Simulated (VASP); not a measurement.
# SiC2N4 (Pn-3m) in VASP: single point with LDA

Aim: the single point of SiC2N4 with LDA.

Everything below comes from runs of VASP 6.6.1. Logs are shortened: lines on timing, memory, paths and dates and some standing lists are left out, and cuts for length are marked.

**1. The cell of the first run**

The structure is cubic, space group Pn-3m (No. 224). The conventional cell has a = 6.631 Å, b = 6.631 Å, c = 6.631 Å, α = 90.00°, β = 90.00°, γ = 90.00°. Within 2.2 Å of Si (site symmetry -43m) lie 4 N at 1.67 Å. C (site symmetry -3m) has 2 N at 1.20 Å within 1.6 Å. Within 1.6 Å of N (site symmetry 3m) lie 1 C at 1.20 Å.

**2. Single point, LDA**

The input, INCAR:

```
PREC = Accurate
ENCUT = 520
EDIFF = 1E-6
ISMEAR = 0
SIGMA = 0.02
LREAL = False
LASPH = True
NELM = 60
ALGO = Normal
ISIF = 2
LWAVE = False
LCHARG = False
GGA = CA
NBANDS = 45
```

The input, KPOINTS:

```
Automatic mesh
0
Gamma
  4 4 4
```

The input, POSCAR:

```
SiC2N4
1.0
    6.6305330479      0.0000000000      0.0000000000
    0.0000000000      6.6305330479      0.0000000000
    0.0000000000      0.0000000000      6.6305330479
Si C N
2 4 8
Direct
    0.0000000000      0.0000000000      0.0000000000
    0.5000000000      0.5000000000      0.5000000000
    0.7500000000      0.7500000000      0.7500000000
    0.7500000000      0.2500000000      0.2500000000
    0.2500000000      0.2500000000      0.7500000000
    0.2500000000      0.7500000000      0.2500000000
    0.8545680737      0.8545680737      0.8545680737
    0.6454319263      0.3545680737      0.3545680737
    0.1454319263      0.1454319263      0.8545680737
    0.3545680737      0.6454319263      0.3545680737
    0.8545680737      0.1454319263      0.1454319263
    0.6454319263      0.6454319263      0.6454319263
    0.1454319263      0.8545680737      0.1454319263
    0.3545680737      0.3545680737      0.6454319263
```

Potentials or basis: VASP PAW LDA potentials, release 64 (Si, C, N).

On the command line:

```
> cat potpaw_LDA.64/Si/POTCAR potpaw_LDA.64/C/POTCAR potpaw_LDA.64/N/POTCAR > POTCAR
> mpirun -np 1 vasp_std > vasp.out
```

OUTCAR:

```text
PREC = Accurate
   ENCUT = 520
   EDIFF = 1E-6
   ISMEAR = 0
   LREAL = False
   LASPH = True
   NELM = 60
   ISIF = 2
   GGA = CA

 ion  position               nearest neighbor table
   1  0.000  0.000  0.000-   7 1.67   9 1.67  11 1.67  13 1.67
   2  0.500  0.500  0.500-   8 1.67  10 1.67  12 1.67  14 1.67
   3  0.750  0.750  0.750-   7 1.20  12 1.20
   4  0.750  0.250  0.250-   8 1.20  11 1.20
   5  0.250  0.250  0.750-   9 1.20  14 1.20
   6  0.250  0.750  0.250-  10 1.20  13 1.20
   7  0.855  0.855  0.855-   3 1.20   1 1.67
   8  0.645  0.355  0.355-   4 1.20   2 1.67
   9  0.145  0.145  0.855-   5 1.20   1 1.67
  10  0.355  0.645  0.355-   6 1.20   2 1.67
  11  0.855  0.145  0.145-   4 1.20   1 1.67
  12  0.645  0.645  0.645-   3 1.20   2 1.67
  13  0.145  0.855  0.145-   6 1.20   1 1.67
  14  0.355  0.355  0.645-   5 1.20   2 1.67

  LATTYP: Found a simple cubic cell.
 ALAT       =     6.6305330479

  Lattice vectors:

 A1 = (   6.6305330479,   0.0000000000,   0.0000000000)
 A2 = (   0.0000000000,   6.6305330479,   0.0000000000)
 A3 = (   0.0000000000,   0.0000000000,   6.6305330479)

Analysis of symmetry for initial positions (statically):
=====================================================================
 Subroutine PRICEL returns:
 Original cell was already a primitive cell.

 Routine SETGRP: Setting up the symmetry group for a
 simple cubic supercell.

 Subroutine GETGRP returns: Found 48 space group operations
 (whereof 24 operations were pure point group operations)
 out of a pool of 48 trial point group operations.

The static configuration has the point symmetry T_d .
 The point group associated with its full space group is O_h .

Analysis of symmetry for dynamics (positions and initial velocities):
=====================================================================
 Subroutine PRICEL returns:
 Original cell was already a primitive cell.

 Routine SETGRP: Setting up the symmetry group for a
 simple cubic supercell.

 Subroutine GETGRP returns: Found 48 space group operations
 (whereof 24 operations were pure point group operations)
 out of a pool of 48 trial point group operations.
[... 119 lines left out ...]
   POTIM  = 0.5000    time-step for ionic-motion
   TEBEG  =    0.0;   TEEND  =   0.0 temperature during run
   PSTRESS=    0.0 pullay stress
   NELECT =      64.0000    total number of electrons
   NUPDOWN=      -1.0000    fix difference up-down
   EMIN   =  10.00;   EMAX   =-10.00  energy-range for DOS
   EFERMI =   0.00;   METHOD = LEGACY
   ISMEAR =     0;   SIGMA  =   0.02  broadening in eV -4-tet -1-fermi 0-gaus
   EFERMI_NEDOS =   21; number of points for ismear=-14 and -15
   IALGO  =     38    algorithm
   IMIX   =      4    mixing-type and parameters
     AMIX     =   0.40;   BMIX     =  1.00
     AMIX_MAG =   1.60;   BMIX_MAG =  1.00
  volume/ion in A,a.u.               =      20.82       140.51
  Fermi-wavevector in a.u.,A,eV,Ry     =   0.987612  1.866316 13.270817  0.975378
  Thomas-Fermi vector in A             =   2.119079
   LORBIT       =      0    0 simple, 1 ext, 2 COOP (PROOUT), +10 PAW based schemes
   GGA     = CA    functional components
   LHFCALC =     F    Hartree Fock is set to
   AEXX    =    0.0000 exact exchange contribution
   IVDW    =     0    specifies the selected vdW correction
   LEPSILON=     F    determine dielectric tensor
   LRPA    =     F    only Hartree local field effects (RPA)
 non-spin polarized calculation
 Gauss-broadening in eV      SIGMA  =   0.02
  energy-cutoff  :      520.00
  volume of cell :      291.50
 maximum number of plane-waves:      7884
 NGX is ok and might be reduce to    50
   NGX = 25   NGY = 25   NGZ = 25

 number of electron      63.9999980 magnetization

 Free energy of the ion-electron system (eV)
  ---------------------------------------------------
  ext. energy  EPLUGINS =         0.00000000
  ---------------------------------------------------
  free energy    TOTEN  =      -127.28994337 eV

  energy without entropy =     -127.28994337  energy(sigma->0) =     -127.28994337

 E-fermi :  -1.7420     XC(G=0):  -6.8176

 val. band max:       -1.8341888075   @ k =   0.0000   0.0000   0.0000
 cond. band min:       2.3742175706   @ k =   0.2500   0.2500   0.2500
 fundamental gap:      4.2084063781
 Fermi energy:        -1.7420134253

 k-point     1 :       0.0000    0.0000    0.0000
  band No.  band energies     occupation
      1     -19.9892      2.00000
      2     -19.5725      2.00000
      3     -19.5725      2.00000
      4     -19.5725      2.00000
      5     -18.6018      2.00000
      6     -17.8318      2.00000
[... 459 lines left out ...]
     43       5.6903      0.00000
     44       5.7027      0.00000
 [bands above 44 left out]

------------------------ aborting loop because EDIFF is reached ----------------------------------------

  FORCE on cell =-STRESS in cart. coord.  units (eV):
  Direction    XX          YY          ZZ          XY          YZ          ZX
  --------------------------------------------------------------------------------------
  -------------------------------------------------------------------------------------
  Total        0.3843978      0.3843978      0.3843978      0.0000000     -0.0000000      0.0000000
  in kB        2.1127404      2.1127404      2.1127404      0.0000000     -0.0000000      0.0000000
  external PRESSURE =       2.1127404 kB  Pullay stress =       0.0000000 kB

 VOLUME and BASIS-vectors are now :
 -----------------------------------------------------------------------------
  energy-cutoff  :      520.00
  volume of cell :      291.50
      direct lattice vectors                 reciprocal lattice vectors
     6.630533048  0.000000000  0.000000000     0.150817437  0.000000000  0.000000000
     0.000000000  6.630533048  0.000000000     0.000000000  0.150817437  0.000000000
     0.000000000  0.000000000  6.630533048     0.000000000  0.000000000  0.150817437

 POSITION                                       TOTAL-FORCE (eV/Angst)
 -----------------------------------------------------------------------------------
      0.00000      0.00000      0.00000         0.000000      0.000000      0.000000
      3.31527      3.31527      3.31527         0.000000      0.000000      0.000000
      4.97290      4.97290      4.97290         0.000000      0.000000      0.000000
      4.97290      1.65763      1.65763         0.000000      0.000000      0.000000
      1.65763      1.65763      4.97290         0.000000      0.000000      0.000000
      1.65763      4.97290      1.65763         0.000000      0.000000      0.000000
      5.66624      5.66624      5.66624         0.082401      0.082401      0.082401
      4.27956      2.35098      2.35098        -0.082401      0.082401      0.082401
      0.96429      0.96429      5.66624        -0.082401     -0.082401      0.082401
      2.35098      4.27956      2.35098         0.082401     -0.082401      0.082401
      5.66624      0.96429      0.96429         0.082401     -0.082401     -0.082401
      4.27956      4.27956      4.27956        -0.082401     -0.082401     -0.082401
      0.96429      5.66624      0.96429        -0.082401      0.082401     -0.082401
      2.35098      2.35098      4.27956         0.082401      0.082401     -0.082401
 -----------------------------------------------------------------------------------
    total drift:                               -0.000000     -0.000000     -0.000000

  FREE ENERGIE OF THE ION-ELECTRON SYSTEM (eV)
  ---------------------------------------------------
  free  energy   TOTEN  =      -127.2899433680 eV

  energy  without entropy=     -127.2899433680  energy(sigma->0) =     -127.28994337
```

Wall time 2.2 min (1 thread of Intel Xeon Platinum 8488C (Sapphire Rapids), shared host); peak memory 0.32 GiB.

Results:

* Free energy: -127.2899 eV
* Pressure: 0.2 GPa
* Largest force: 0.143 eV/Å
* Band gap on the k mesh: 4.21 eV, indirect (least direct gap 4.22 eV)

Forces in eV/Å, atoms in the order of the input:
```
Si   0.000  0.000  0.000
Si   0.000  0.000  0.000
C    0.000  0.000  0.000
C    0.000  0.000  0.000
C    0.000  0.000  0.000
C    0.000  0.000  0.000
N    0.082  0.082  0.082
N   -0.082  0.082  0.082
N   -0.082 -0.082  0.082
N    0.082 -0.082  0.082
N    0.082 -0.082 -0.082
N   -0.082 -0.082 -0.082
N   -0.082  0.082 -0.082
N    0.082  0.082 -0.082
```

Levels at points of the mesh, in eV from the valence-band top:
| k point | band 29 | band 30 | band 31 | band 32 | band 33 | band 34 | band 35 | band 36 |
| --- | --- | --- | --- | --- | --- | --- | --- | --- |
| (0.00, 0.00, 0.00) | -1.58 | 0.00 | 0.00 | 0.00 | 4.29 | 4.37 | 4.37 | 4.37 |
| (0.50, 0.00, 0.00) | -0.81 | -0.81 | -0.50 | -0.50 | 4.70 | 4.70 | 4.99 | 4.99 |
| (0.50, 0.50, 0.00) | -0.83 | -0.83 | -0.51 | -0.51 | 4.77 | 4.77 | 4.87 | 4.87 |
| (0.50, 0.50, 0.50) | -1.59 | -0.02 | -0.02 | -0.02 | 4.26 | 4.26 | 4.26 | 5.40 |

A k mesh can miss the band edges. A hybrid or GW would open this gap; LDA tends to underestimate it.
